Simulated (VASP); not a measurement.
Here is a VASP 6.6.1 calculation.

The input INCAR:

```
SYSTEM = ScNbP2SO12
PREC     = Accurate       ! precision mode
ENCUT    = 520            ! plane-wave cutoff, eV
EDIFF    = 1E-8           ! SCF threshold, eV
ISMEAR   = -1             ! smearing method
SIGMA    = 0.02           ! smearing width, eV
LREAL    = Auto         
LASPH    = .TRUE.         ! aspherical terms in the spheres
NELM     = 100            ! most SCF steps
ALGO     = Normal         ! electronic algorithm
ISIF     = 2              ! what is computed and relaxed
LWAVE    = .FALSE.        ! write WAVECAR
LCHARG   = .FALSE.        ! write CHGCAR
GGA      = PE             ! functional
LEFG     = .TRUE.       
NBANDS   = 135            ! bands
```

File KPOINTS:

```
regular mesh
0
G
  3 3 3
  0 0 0
```

The input POSCAR:

```
ScNbP2SO12
1.0
    7.6659834101     -4.4162004100      0.0000000000
    7.6659834101      4.4162004100      0.0000000000
   -5.1887711582      0.0000000000      7.5989524584
Sc Nb P S O
2 2 4 2 24
Direct
    0.1406086900      0.6455000700      0.9329819300
    0.6455000700      0.1406086900      0.4329819300
    0.8439402200      0.3637685500      0.0708582500
    0.3637685500      0.8439402200      0.5708582500
    0.5328892800      0.4601362200      0.2472188200
    0.9630338200      0.7499616300      0.2470215400
    0.7499616300      0.9630338200      0.7470215400
    0.4601362200      0.5328892800      0.7472188200
    0.2479670800      0.0384145200      0.2494769200
    0.0384145200      0.2479670800      0.7494769200
    0.3711478600      0.4940496400      0.0867234100
    0.2234307600      0.8790919000      0.0921647200
    0.9943728800      0.7214525500      0.0870609100
    0.7214525500      0.9943728800      0.5870609100
    0.8790919000      0.2234307600      0.5921647200
    0.4940496400      0.3711478600      0.5867234100
    0.6378430100      0.5045455900      0.9150083100
    0.7736946200      0.1396404400      0.9139750200
    0.0121581000      0.2685931200      0.9074349000
    0.2685931200      0.0121581000      0.4074349000
    0.1396404400      0.7736946200      0.4139750200
    0.5045455900      0.6378430100      0.4150083100
    0.2920943200      0.5740287300      0.7814123000
    0.9124724100      0.7939460900      0.7808246900
    0.0704359200      0.4068924300      0.7748982800
    0.4068924300      0.0704359200      0.2748982800
    0.7939460900      0.9124724100      0.2808246900
    0.5740287300      0.2920943200      0.2814123000
    0.7099981300      0.4382307500      0.2221720700
    0.0794445900      0.2073250200      0.2232871700
    0.9393812800      0.5695098100      0.2174807900
    0.5695098100      0.9393812800      0.7174807900
    0.2073250200      0.0794445900      0.7232871700
    0.4382307500      0.7099981300      0.7221720700
```

Potentials or basis: VASP PAW PBE potentials, release 64 (Sc_sv, Nb_sv, P, S, O).

Command:

```bash
$ cat potpaw_PBE.64/Sc_sv/POTCAR potpaw_PBE.64/Nb_sv/POTCAR potpaw_PBE.64/P/POTCAR potpaw_PBE.64/S/POTCAR potpaw_PBE.64/O/POTCAR > POTCAR
$ mpirun -np 1 vasp_std > vasp.out
```

Task: What does it give for the band gap on the k mesh?

Result: 2.50 eV, direct.

Task: Estimate the largest force.

Result: 0.566 eV/Å.

Task: What does it give for the pressure?

Result: -0.9 GPa.

Stress tensor (GPa, compression positive):
```
-0.98  0.00  0.01
 0.00 -0.72  0.00
 0.01  0.00 -1.14
```

Caveat: without QUAD_EFG the Cq values of the log hold for a quadrupole moment of 1 mb, not for the nuclei. A k mesh can miss the band edges.
